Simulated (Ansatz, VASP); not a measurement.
NaI: VASP beside Ansatz

The input POSCAR:

```
NaI
1.0
    0.0000000000      3.1878540000      3.2849460000
    3.1878540000      0.0000000000      3.2849460000
    3.1878540000      3.1878540000      0.0000000000
Na I
1 1
Direct
    0.0000000000      0.0000000000      0.0000000000
    0.5000000000      0.5000000000      0.5000000000
```

Contents of INCAR.step1:

```
SYSTEM = NaI
PREC     = Accurate       ! precision mode
ENCUT    = 520            ! plane-wave cutoff, eV
ISMEAR   = 0              ! smearing method
SIGMA    = 0.05           ! smearing width, eV
LREAL    = .FALSE.        ! projectors in reciprocal space
LASPH    = .TRUE.         ! aspherical terms in the spheres
NELM     = 60             ! most SCF steps
NBANDS   = 14             ! bands
GGA      = PE             ! functional
ALGO     = Normal         ! electronic algorithm
EDIFF    = 1E-4           ! SCF threshold, eV
LWAVE    = .TRUE.         ! write WAVECAR
LCHARG   = .FALSE.        ! write CHGCAR
```

Contents of INCAR.step2:

```
SYSTEM = NaI
PREC     = Accurate       ! precision mode
ENCUT    = 520            ! plane-wave cutoff, eV
EDIFF    = 1E-6           ! SCF threshold, eV
ISMEAR   = 0              ! smearing method
SIGMA    = 0.05           ! smearing width, eV
LREAL    = .FALSE.        ! projectors in reciprocal space
LASPH    = .TRUE.         ! aspherical terms in the spheres
NELM     = 60             ! most SCF steps
ALGO     = Normal         ! electronic algorithm
ISIF     = 2              ! what is computed and relaxed
LWAVE    = .FALSE.        ! write WAVECAR
LCHARG   = .TRUE.         ! write CHGCAR
METAGGA  = R2SCAN         ! meta-GGA
LMIXTAU  = .TRUE.       
LELF     = .TRUE.         ! ELF
LVHAR    = .TRUE.       
NBANDS   = 14             ! bands
ISTART   = 1
```

Contents of KPOINTS:

```
regular mesh
0
G
  6 6 6
  0 0 0
```

Input for Ansatz:

```yaml
crystal:
  lattice:
    - [0.0, 3.187854, 3.284946]
    - [3.187854, 0.0, 3.284946]
    - [3.187854, 3.187854, 0.0]
  atoms:
    - { symbol: Na, position: [0.0, 0.0, 0.0] }
    - { symbol: I, position: [0.5, 0.5, 0.5] }
basis:
  ecutwfc: 500
kpoints:
  mp_grid: { grid: [6, 6, 6] }
hamiltonian:
  xc: r2scan
scf:
  occupations: { method: gaussian, width: 0.05 }
output:
  forces: true
  stress: true
  eigenvalues: true
```

Change from the starting cell: strain -0.015 along x and y, +0.015 along z, atoms carried along.

Alike in both runs: task single point; functional r2SCAN; k mesh 6 × 6 × 6; occupations gaussian, width 0.05 eV; no spin polarisation.

```csv
,VASP,Ansatz
version,VASP 6.6.1,Ansatz 0.2.0
potentials or method,"VASP PAW PBE potentials, release 64 (Na_pv, I), cutoff 520 eV","scalar-relativistic, plane waves, PAW"
valence electrons in the cell,14,26
```

|  | VASP | Ansatz | Ansatz less VASP |
| --- | --- | --- | --- |
| gap on the k mesh at the Fermi level (eV) | 4.47 | 4.46 | -0.009 |
| least direct gap on the mesh (eV) | 4.47 | 4.46 | -0.009 |
| pressure (GPa) | 0.1 | 0.2 | +0.11 |
| traceless stress, the component that is largest in VASP (GPa) | -0.56 | -0.56 | +0.002 |

VASP's potentials were made for PBE, not for r2SCAN. VASP's potentials hold 14 valence electrons a cell and Ansatz's 26, so a difference there can come from the potentials and not from the codes.

Neither program's run includes spin-orbit coupling.
